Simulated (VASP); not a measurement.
# Y (P6/mmm) in VASP: single point with PBEsol

Aim: the single point of Y with PBEsol.

Program: VASP 6.6.1. These are calculated values, not measurements. Logs are shortened: lines on timing, memory, paths and dates and some standing lists are left out, and cuts for length are marked.

**1. The cell of the first run**

Symmetry: P6/mmm, No. 191, hexagonal system. The conventional cell has a = 3.077 Å, b = 3.077 Å, c = 2.923 Å, α = 90.00°, β = 90.00°, γ = 120.00°. Within 3.9 Å of Y (site symmetry 6/mmm) lie 8 Y at 2.92 to 3.08 Å.

**2. Single point, PBEsol**

INCAR reads:

```
SYSTEM = Y
ALGO = Normal
EDIFF = 1E-7
ENCUT = 520
GGA = PS
ISIF = 2
ISMEAR = -1
LASPH = .True.
LCHARG = .False.
LREAL = .False.
LWAVE = .False.
NBANDS = 12
NELM = 60
PREC = Accurate
SIGMA = 0.05
```

KPOINTS reads:

```
k-points
0
Gamma
  14 14 13
  0 0 0
```

POSCAR reads:

```
Y
1.0
    3.0774337218      0.0000000000      0.0000000000
   -1.5387168609      2.6651357816      0.0000000000
    0.0000000000      0.0000000000      2.9233254450
Y
1
Direct
    0.0000000000      0.0000000000      0.0000000000
```

Potentials or basis: VASP PAW PBE potentials, release 64 (Y_sv).

Launch:

```
$ cat potpaw_PBE.64/Y_sv/POTCAR > POTCAR
$ mpirun -np 1 vasp_std > vasp.out
```

OUTCAR:

```text
SYSTEM = Y
   EDIFF = 1E-7
   ENCUT = 520
   GGA = PS
   ISIF = 2
   ISMEAR = -1
   LASPH = .True.
   LREAL = .False.
   NELM = 60
   PREC = Accurate

 ion  position               nearest neighbor table
   1  0.000  0.000  0.000-

  LATTYP: Found a hexagonal cell.
 ALAT       =     3.0774337218
 C/A-ratio  =     0.9499231208

  Lattice vectors:

 A1 = (   3.0774337218,   0.0000000000,   0.0000000000)
 A2 = (  -1.5387168609,   2.6651357816,   0.0000000000)
 A3 = (   0.0000000000,   0.0000000000,   2.9233254450)

Analysis of symmetry for initial positions (statically):
=====================================================================
 Subroutine PRICEL returns:
 Original cell was already a primitive cell.

 Routine SETGRP: Setting up the symmetry group for a
 hexagonal supercell.

 Subroutine GETGRP returns: Found 24 space group operations
 (whereof 24 operations were pure point group operations)
 out of a pool of 24 trial point group operations.

The static configuration has the point symmetry D_6h.

Analysis of symmetry for dynamics (positions and initial velocities):
=====================================================================
 Subroutine PRICEL returns:
 Original cell was already a primitive cell.

 Routine SETGRP: Setting up the symmetry group for a
 hexagonal supercell.

 Subroutine GETGRP returns: Found 24 space group operations
 (whereof 24 operations were pure point group operations)
 out of a pool of 24 trial point group operations.

The dynamic configuration has the point symmetry D_6h.

 Subroutine INISYM returns: Found 24 space group operations
 (whereof 24 operations are pure point group operations),
 and found     1 'primitive' translations

----------------------------------------------------------------------------------------

                                     Primitive cell

  volume of cell :      23.9765

  direct lattice vectors                    reciprocal lattice vectors
     3.077433722  0.000000000  0.000000000     0.324946072  0.187607702  0.000000000
    -1.538716861  2.665135782  0.000000000     0.000000000  0.375215404  0.000000000
     0.000000000  0.000000000  2.923325445     0.000000000  0.000000000  0.342076180

  length of vectors
     3.077433722  3.077433722  2.923325445     0.375215404  0.375215404  0.342076180

  position of ions in fractional coordinates (direct lattice)
     0.000000000  0.000000000  0.000000000

  ion indices of the primitive-cell ions
   primitive index   ion index
                 1           1

----------------------------------------------------------------------------------------

 KPOINTS: k-points

Automatic generation of k-mesh.
 Grid dimensions read from file:
 generate k-points for:   14   14   13

 Generating k-lattice:

  Cartesian coordinates                     Fractional coordinates (reciprocal lattice)
     0.023210434  0.013400550  0.000000000     0.071428571  0.000000000  0.000000000
     0.000000000  0.026801100  0.000000000     0.000000000  0.071428571  0.000000000
     0.000000000  0.000000000  0.026313552     0.000000000  0.000000000  0.076923077

  Length of vectors
     0.026801100  0.026801100  0.026313552

  Shift w.r.t. Gamma in fractional coordinates (k-lattice)
     0.000000000  0.000000000  0.000000000

 Subroutine IBZKPT returns following result:
 ===========================================

 Found    168 irreducible k-points:

 Following reciprocal coordinates:
            Coordinates               Weight
  0.000000  0.000000  0.000000      1.000000
  0.071429 -0.000000  0.000000      6.000000
  0.142857  0.000000  0.000000      6.000000
  0.214286 -0.000000  0.000000      6.000000
  0.285714 -0.000000  0.000000      6.000000
  0.357143 -0.000000  0.000000      6.000000
[... 16 lines left out ...]
  0.285714  0.285714  0.000000      6.000000
  0.357143  0.285714  0.000000      6.000000
 [... further k-points ...]
   k-points           NKPTS =    168   k-points in BZ     NKDIM =    168   number of bands    NBANDS=     12
   number of dos      NEDOS =    301   number of ions     NIONS =      1
   total plane-waves  NPLWV =  13824
   dimension x,y,z NGX =    24 NGY =   24 NGZ =   24
   dimension x,y,z NGXF=    48 NGYF=   48 NGZF=   48
   ions per type =               1
   NGX,Y,Z   is equivalent  to a cutoff of  12.97, 12.97, 13.65 a.u.
   NGXF,Y,Z  is equivalent  to a cutoff of  25.93, 25.93, 27.30 a.u.
 SYSTEM =  Y
   PREC   = accura    normal or accurate (medium, high low for compatibility)
   ISTART =      0    job   : 0-new  1-cont  2-samecut
   ICHARG =      2    charge: 1-file 2-atom 10-const
   ISPIN  =      1    spin polarized calculation?
   LNONCOLLINEAR =      F non collinear calculations
   LSORBIT =      F    spin-orbit coupling
   LASPH  =      T    aspherical Exc in radial PAW
   ENCUT  =  520.0 eV  38.22 Ry    6.18 a.u.   5.72  5.72  5.44*2*pi/ulx,y,z
   NELM   =     60;   NELMIN=  2; NELMDL= -5     # of ELM steps
   EDIFF  = 0.1E-06   stopping-criterion for ELM
   LREAL  =      F    real-space projection
   EDIFFG = 0.1E-05   stopping-criterion for IOM
   NSW    =      0    number of steps for IOM
   IBRION =     -1    ionic relax: 0-MD 1-quasi-New 2-CG
   NFREE  =      0    steps in history (QN), initial steepest desc. (CG)
   ISIF   =      2    stress and relaxation
   ISYM   =      2    0-nonsym 1-usesym 2-fastsym
   POTIM  = 0.5000    time-step for ionic-motion
   TEBEG  =    0.0;   TEEND  =   0.0 temperature during run
   PSTRESS=    0.0 pullay stress
   NELECT =      11.0000    total number of electrons
   NUPDOWN=      -1.0000    fix difference up-down
   EMIN   =  10.00;   EMAX   =-10.00  energy-range for DOS
   EFERMI =   0.00;   METHOD = LEGACY
   ISMEAR =    -1;   SIGMA  =   0.05  broadening in eV -4-tet -1-fermi 0-gaus
   EFERMI_NEDOS =   21; number of points for ismear=-14 and -15
   IALGO  =     38    algorithm
   IMIX   =      4    mixing-type and parameters
     AMIX     =   0.40;   BMIX     =  1.00
     AMIX_MAG =   1.60;   BMIX_MAG =  1.00
  volume/ion in A,a.u.               =      23.98       161.80
  Fermi-wavevector in a.u.,A,eV,Ry     =   1.262634  2.386031 21.690999  1.594243
  Thomas-Fermi vector in A             =   2.396032
   LORBIT       =      0    0 simple, 1 ext, 2 COOP (PROOUT), +10 PAW based schemes
   GGA     = PS    functional components
   LHFCALC =     F    Hartree Fock is set to
   AEXX    =    0.0000 exact exchange contribution
   IVDW    =     0    specifies the selected vdW correction
   LEPSILON=     F    determine dielectric tensor
   LRPA    =     F    only Hartree local field effects (RPA)
 non-spin polarized calculation
  energy-cutoff  :      520.00
  volume of cell :       23.98
 maximum number of plane-waves:       660
 NGX is ok and might be reduce to    24
   NGX = 11   NGY = 11   NGZ = 11

 number of electron      11.0000000 magnetization

 Free energy of the ion-electron system (eV)
  ---------------------------------------------------
  ext. energy  EPLUGINS =         0.00000000
  ---------------------------------------------------
  free energy    TOTEN  =        -6.08751600 eV

  energy without entropy =       -6.06998326  energy(sigma->0) =       -6.07874963

 E-fermi :   4.4438     XC(G=0): -10.8231

 val. band max:        4.4377101718   @ k =   0.1429   0.0000   0.4615
 cond. band min:       4.4542063353   @ k =   0.3571   0.2857   0.1538
 fundamental gap:      0.0164961634
 Fermi energy:         4.4437632991

 k-point     1 :       0.0000    0.0000    0.0000
  band No.  band energies     occupation
      1     -37.7223      2.00000
      2     -16.9262      2.00000
      3     -16.8594      2.00000
      4     -16.8594      2.00000
      5      -0.3273      2.00000
      6       3.4843      2.00000
      7       6.6531      0.00000
      8       6.6531      0.00000
      9      12.1585      0.00000
     10      12.1585      0.00000
     11      14.7816      0.00000
     12      17.2215      0.00000

 k-point     2 :       0.0714   -0.0000    0.0000
  band No.  band energies     occupation
      1     -37.7092      2.00000
      2     -16.9557      2.00000
      3     -16.9161      2.00000
      4     -16.8795      2.00000
      5      -0.1448      2.00000
      6       3.5766      2.00000
      7       6.3793      0.00000
      8       6.8301      0.00000
      9      11.7826      0.00000
     10      12.1112      0.00000
     11      15.3181      0.00000
     12      17.7277      0.00000

 k-point     3 :       0.1429    0.0000    0.0000
  band No.  band energies     occupation
      1     -37.6725      2.00000
      2     -17.2180      2.00000
      3     -16.9353      2.00000
      4     -16.8877      2.00000
      5       0.3566      2.00000
      6       3.8267      1.99999
      7       5.7833      0.00000
      8       7.3520      0.00000
      9      10.9647      0.00000
     10      11.9822      0.00000
     11      16.6893      0.00000
     12      18.9015      0.00000
[... 286 lines left out ...]
 k-point    23 :       0.2857    0.2857    0.0000
  band No.  band energies     occupation
      1     -37.4268      2.00000
      2     -18.2589      2.00000
      3     -17.8190      2.00000
      4     -16.7000      2.00000
      5       4.2662      1.94422
      6       4.3898      1.49287
      7       5.2619      0.00000
      8       8.8671      0.00000
      9       9.8309      0.00000
     10      12.3804      0.00000
     11      13.8272      0.00000
     12      14.3806      0.00000

 k-point    24 :       0.3571    0.2857    0.0000
  band No.  band energies     occupation
      1     -37.4182      2.00000
      2     -18.2029      2.00000
      3     -17.9430      2.00000
      4     -16.6935      2.00000
      5       4.3515      1.72712
      6       4.7449      0.00483
      7       5.1346      0.00000
      8       8.9965      0.00000
      9       9.5528      0.00000
     10      12.9041      0.00000
     11      13.1428      0.00000
     12      13.9429      0.00000

 [... further k-points ...]
[... 5 lines left out ...]
  --------------------------------------------------------------------------------------
  -------------------------------------------------------------------------------------
  Total        2.2173050      2.2173050      2.2431520      0.0000000      0.0000000      0.0000000
  in kB      148.1667660    148.1667660    149.8939415      0.0000000      0.0000000      0.0000000
  external PRESSURE =     148.7424912 kB  Pullay stress =       0.0000000 kB

 VOLUME and BASIS-vectors are now :
 -----------------------------------------------------------------------------
  energy-cutoff  :      520.00
  volume of cell :       23.98
      direct lattice vectors                 reciprocal lattice vectors
     3.077433722  0.000000000  0.000000000     0.324946072  0.187607702  0.000000000
    -1.538716861  2.665135782  0.000000000     0.000000000  0.375215404  0.000000000
     0.000000000  0.000000000  2.923325445     0.000000000  0.000000000  0.342076180

 POSITION                                       TOTAL-FORCE (eV/Angst)
 -----------------------------------------------------------------------------------
      0.00000      0.00000      0.00000        -0.000000      0.000000      0.000000
 -----------------------------------------------------------------------------------
    total drift:                                0.000000      0.000000      0.000000

  FREE ENERGIE OF THE ION-ELECTRON SYSTEM (eV)
  ---------------------------------------------------
  free  energy   TOTEN  =        -6.0875159968 eV

  energy  without entropy=       -6.0699832597  energy(sigma->0) =       -6.07874963
```

It took 14 s on 1 thread of Intel Xeon 6975P-C (Granite Rapids), shared host; peak memory 0.19 GiB.

What came out:

```
Free energy : -6.0875 eV
Pressure    : 14.9 GPa
```

Stress tensor (GPa, compression positive):
```
14.82  0.00  0.00
 0.00 14.82  0.00
 0.00  0.00 14.99
```

Caveat: the PAW data sets were made with another functional, which shifts forces and pressure a little.
